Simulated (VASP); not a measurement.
Set up this calculation in VASP 6.6.1, as the native input.

* Task: single point
* Functional: PBE
* Potentials or basis: VASP PAW PBE potentials, release 64 (C)
* Cutoff: 520 eV
* k mesh: 12 × 12 × 2
* Occupations: gaussian, width 0.05 eV
* Spin: no spin polarisation
* Dipole correction: no
* Further INCAR settings: ALGO = Normal; EDIFF = 1e-06; NBANDS = 36

The structure of C lies in POSCAR:

```
C
1.0
    2.3882000000      0.0000000000      0.0000000000
   -1.1941000000      2.0682418693      0.0000000000
    0.0000000000      0.0000000000     12.4291124965
C
12
Direct
    0.0000000000      0.0000000000      0.1868593266
    0.0000000000      0.0000000000      0.6868593266
    0.0000000000      0.0000000000      0.3131406734
    0.0000000000      0.0000000000      0.8131406734
    0.3333333333      0.6666666667      0.5207665411
    0.6666666667      0.3333333333      0.0207665411
    0.3333333333      0.6666666667      0.9792334589
    0.6666666667      0.3333333333      0.4792334589
    0.3333333333      0.6666666667      0.6450950823
    0.6666666667      0.3333333333      0.1450950823
    0.3333333333      0.6666666667      0.8549049177
    0.6666666667      0.3333333333      0.3549049177
```

The input as run:

INCAR

```
SYSTEM = C
ALGO     = Normal         ! electronic algorithm
EDIFF    = 1E-6           ! SCF threshold, eV
ENCUT    = 520            ! plane-wave cutoff, eV
GGA      = PE             ! functional
ISIF     = 2              ! what is computed and relaxed
ISMEAR   = 0              ! smearing method
LASPH    = .True.         ! aspherical terms in the spheres
LCHARG   = .False.        ! write CHGCAR
LREAL    = .False.        ! projectors in reciprocal space
LWAVE    = .False.        ! write WAVECAR
NBANDS   = 36             ! bands
NELM     = 100            ! most SCF steps
PREC     = Accurate       ! precision mode
SIGMA    = 0.05           ! smearing width, eV
```

KPOINTS

```
k-points
0
Gamma
  12 12 2
  0 0 0
```

Potentials or basis: VASP PAW PBE potentials, release 64 (C).

The run is started by

```bash
$ cat potpaw_PBE.64/C/POTCAR > POTCAR
$ mpirun -np 1 vasp_std > vasp.out
```

It gave:

* Pressure: 59.9 GPa
* Largest force: 0.452 eV/Å
* Band gap on the k mesh: 4.32 eV, direct

Run time: 37 s on 1 thread of Intel(R) Xeon(R) 6975P-C (Granite Rapids), on a shared host, peak memory 0.19 GiB.
